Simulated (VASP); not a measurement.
NaH, 2 atoms in the cell. The structure is cubic, space group Fm-3m (No. 225). Conventional cell: a = 4.199 Å, b = 4.199 Å, c = 4.199 Å, α = 90.00°, β = 90.00°, γ = 90.00°. Within 2.8 Å of Na (site symmetry m-3m) lie 6 H at 2.10 Å. Within 2.8 Å of H (site symmetry m-3m) lie 6 Na at 2.10 Å. 

| Property | Result |
| --- | --- |
| Program | VASP 6.6.1 |
| Task | single point |
| Functional | PBEsol |
| Potentials or basis | VASP PAW PBE potentials, release 64 (Na_pv, H) |
| Cutoff | 520 eV |
| k mesh | 9 × 9 × 9 |
| Occupations | fermi-dirac, width 0.05 eV |
| Spin | no spin polarisation |
| Dipole correction | no |
| Further INCAR settings | ALGO = Normal; EDIFF = 1e-06; NBANDS = 11 |

Potentials or basis: VASP PAW PBE potentials, release 64 (Na_pv, H).

Command:

```bash
$ cat potpaw_PBE.64/Na_pv/POTCAR potpaw_PBE.64/H/POTCAR > POTCAR
$ mpirun -np 1 vasp_std > vasp.out
```

Hardware: 1 thread of Intel Xeon 6975P-C, with other jobs on the host.

Estimate the wall time of this run.

Run time: 4.5 s on 1 thread of Intel Xeon 6975P-C, with other jobs on the host, peak memory 0.13 GiB. Counts: scf iterations 11, k points 35.
